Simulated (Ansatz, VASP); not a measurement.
One calculation of LiOs, two programs

```
Li Os
1.0
     1.31528    0.75938    4.60417
    -1.31528    0.75938    4.60417
     0.00000   -1.51876    4.60417
Li Os
1 1
Cartesian
  0.0000 0.0000 0.0000
  0.0000 0.0000 6.9063
```

Alike in both runs: functional PBE; k mesh 6 × 6 × 6; occupations gaussian, width 0.1 eV; no spin polarisation.

Ansatz relaxed the structure, and its values are those at the end. VASP's run is a single point on that final structure, the one shown.

```csv
,VASP,Ansatz
version,VASP 6.6.1,Ansatz 0.2.0
potentials or method,"VASP PAW PBE potentials, release 64 (Li_sv, Os), cutoff 750 eV","scalar-relativistic, plane waves, PAW"
valence electrons in the cell,11,19
```

|  | VASP | Ansatz | Ansatz less VASP |
| --- | --- | --- | --- |
| gap on the k mesh at the Fermi level (eV) | none | none | - |
| pressure (GPa) | -0.2 | 0.2 | +0.44 |

A gap of «none» marks a metal or a gap that the smearing closes. VASP's potentials hold 11 valence electrons a cell and Ansatz's 19, so a difference there can come from the potentials and not from the codes.

The k mesh is coarse, so the values compare programs but aren't converged. Spin-orbit coupling is off throughout.
